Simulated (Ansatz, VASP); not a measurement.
# One calculation of Ir, two programs

```xyz
1
Lattice="0.0000 2.0195 2.0195 2.0195 0.0000 2.0195 2.0195 2.0195 0.0000" Properties=species:S:1:pos:R:3 pbc="T T T"
Ir    0.0000    0.0000    0.0000
```

Alike in both runs: task single point; functional BLYP; k mesh 22 × 22 × 22; occupations fermi-dirac, width 0.05 eV; collinear spin.

|  | VASP | Ansatz |
| --- | --- | --- |
| version | VASP 6.6.1 | Ansatz 0.2.0 |
| potentials or method | VASP PAW PBE potentials, release 64 (Ir), cutoff 520 eV | plane waves (420 eV) with PAW, scalar-relativistic |
| valence electrons in the cell | 9 | 17 |

```csv
,VASP,Ansatz,Ansatz less VASP
pressure (GPa),-16.8,-18.5,-1.69
net moment per atom (μB),0.00,0.00,0.000
```

VASP's potentials were made for PBE, not for BLYP. VASP's potentials hold 9 valence electrons a cell and Ansatz's 17, so a difference there can come from the potentials and not from the codes. Ansatz's warnings: seeded moment not kept.

Spin-orbit coupling is off throughout.
